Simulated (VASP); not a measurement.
## Fe2Sb: single point with PBE

The system is Fe2Sb.

```
CELL_PARAMETERS angstrom
4.82235 0.00000 0.00000
0.00000 4.82235 0.00000
0.00000 0.00000 4.82235
ATOMIC_POSITIONS crystal
Fe 0.25000 0.25000 0.25000
Fe 0.25000 0.75000 0.75000
Fe 0.75000 0.75000 0.25000
Fe 0.75000 0.25000 0.75000
Sb 0.00000 0.00000 0.00000
Sb 0.50000 0.50000 0.50000
```

* Program: VASP 6.6.1
* Task: single point
* Functional: PBE
* Potentials or basis: VASP PAW PBE potentials, release 64 (Fe, Sb)
* Cutoff: 520 eV
* k mesh: 4 × 4 × 4
* Occupations: gaussian, width 0.1 eV
* Spin: collinear spin, ferromagnetic start
* Starting moments: [4.0, 4.0, 4.0, 4.0, 0.0, 0.0] μB
* Dipole correction: no
* Further INCAR settings: ALGO = Normal; EDIFF = 1e-07; NBANDS = 34

| Property | Result |
| --- | --- |
| Pressure | 45.0 GPa |
| Net moment | 6.94 μB per cell |
| Site moments | Fe +1.80; Sb -0.10 μB |
| Valence electrons inside the program's atomic spheres | Fe 7.45; Sb 3.00 |

Levels at points of the mesh, in eV from the Fermi level:
Spin up:
```
           k point  band 20  band 21  band 22  band 23  band 24  band 25  band 26  band 27  band 28  band 29
(0.00, 0.00, 0.00)    -1.21    -1.21    -1.21    -0.20    -0.20    -0.20     0.28     0.28     1.09     1.09
(0.50, 0.00, 0.00)    -1.43    -1.38    -1.38    -1.02    -1.02     0.77     0.77     1.27     1.27     2.70
(0.50, 0.50, 0.00)    -1.54    -1.31    -1.31    -1.08    -1.08     1.01     1.01     1.48     1.48     3.04
(0.50, 0.50, 0.50)    -1.43    -1.43    -1.43    -1.23    -1.23    -0.14    -0.14    -0.14    -0.13     5.94
```
Spin down:
```
           k point  band 14  band 15  band 16  band 17  band 18  band 19  band 20  band 21  band 22  band 23
(0.00, 0.00, 0.00)    -0.23    -0.20    -0.20    -0.20     0.06     0.06     0.36     0.36     0.36     0.36
(0.50, 0.00, 0.00)    -0.39    -0.27    -0.27     0.13     0.13     0.29     0.29     0.31     0.31     0.85
(0.50, 0.50, 0.00)    -0.66    -0.48    -0.48    -0.08    -0.08     0.54     0.54     0.56     0.56     0.65
(0.50, 0.50, 0.50)    -0.49    -0.49    -0.49    -0.17    -0.17    -0.17     0.50     0.50     0.50     0.95
```

It took 3.7 min on 1 thread of Intel Xeon 8259CL, with other jobs on the host, peak memory 0.27 GiB.

Caveat: the cell stands under pressure; spin-orbit coupling is left out, which moves the levels of the heavy elements; the run started ferromagnetic, and an antiferromagnetic order may lie lower in energy.
